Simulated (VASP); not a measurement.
The system is PbO2.

```
Pb O
1.0
     0.00000    2.65817    2.65817
     2.65817    0.00000    2.65817
     2.65817    2.65817    0.00000
Pb O
1 2
Direct
  0.00000 0.00000 0.00000
  0.25000 0.25000 0.25000
  0.75000 0.75000 0.75000
```

Base run:

```yaml
Program: VASP 6.6.1
Functional: PBEsol
Potentials_or_basis: VASP PAW PBE potentials, release 64 (Pb_d, O)
Cutoff: 520 eV
k_mesh: 6 × 6 × 6
Occupations: fermi-dirac, width 0.02 eV
Spin: no spin polarisation
```

Its results: band gap on the k mesh zero (band 13 reaches 6.13 eV, above the bottom of band 14 at 4.82 eV); pressure 1.1 GPa.

Task: The run is repeated on the same cell with these changes: functional from PBEsol to HSE06; k mesh from 6 × 6 × 6 to 4 × 4 × 4. What comes out?

Result: Band gap on the k mesh zero (band 13 reaches 5.31 eV, above the bottom of band 14 at 3.90 eV); pressure -3.7 GPa.

Several settings changed at once, so the effect can't be laid on one alone.

Caveats: some runs use coarse meshes; the PAW data sets were made with another functional, which shifts forces and pressure a little; spin-orbit coupling is left out, which moves the levels of the heavy elements.
